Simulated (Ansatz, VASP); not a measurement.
One calculation of Mg6O5, two programs

```
CELL_PARAMETERS angstrom
5.59086 0.00000 0.00000
0.00000 5.59086 0.00000
0.00000 0.00000 5.59086
ATOMIC_POSITIONS crystal
Mg 0.25000 0.00000 0.50000
Mg 0.00000 0.50000 0.25000
Mg 0.50000 0.75000 0.00000
Mg 0.75000 0.00000 0.50000
Mg 0.00000 0.50000 0.75000
Mg 0.50000 0.25000 0.00000
O 0.50000 0.00000 0.25000
O 0.00000 0.75000 0.50000
O 0.93750 0.50000 0.00000
O 0.50000 0.00000 0.75000
O 0.00000 0.25000 0.50000
```

Change from the starting cell: O vacancy; atom 9 moved 0.375 of the way to it and +0.000 Å across, host rigid.

Alike in both runs: task single point; functional PBEsol; k mesh 4 × 4 × 4; occupations gaussian, width 0.05 eV; no spin polarisation.

|  | VASP | Ansatz |
| --- | --- | --- |
| version | VASP 6.6.1 | Ansatz 0.2.0 |
| potentials or method | VASP PAW PBE potentials, release 64 (Mg, O), cutoff 520 eV | scalar-relativistic, plane waves, PAW |
| valence electrons in the cell | 42 | 90 |

Ansatz gave:

| Item | Value |
| --- | --- |
| gap on the k mesh at the Fermi level (eV) | 0.22 |
| least direct gap on the mesh (eV) | 1.36 |
| pressure (GPa) | 17.3 |
| traceless stress, the component that is largest in VASP (GPa) | 30.42 |
| rms of the force components (eV/Å) | 5.036 |

**Question.** Estimate VASP's values.

**Answer.** gap on the k mesh at the Fermi level (eV): 0.23; least direct gap on the mesh (eV): 1.36; pressure (GPa): 18.5; traceless stress, the component that is largest in VASP (GPa): 32.80; rms of the force components (eV/Å): 5.408.

VASP's potentials were made for PBE, not for PBEsol, and Ansatz warns of the same on its side. Atom by atom the forces differ by 0.372 eV/Å (rms over components). VASP's potentials hold 42 valence electrons a cell and Ansatz's 90, so a difference there can come from the potentials and not from the codes.
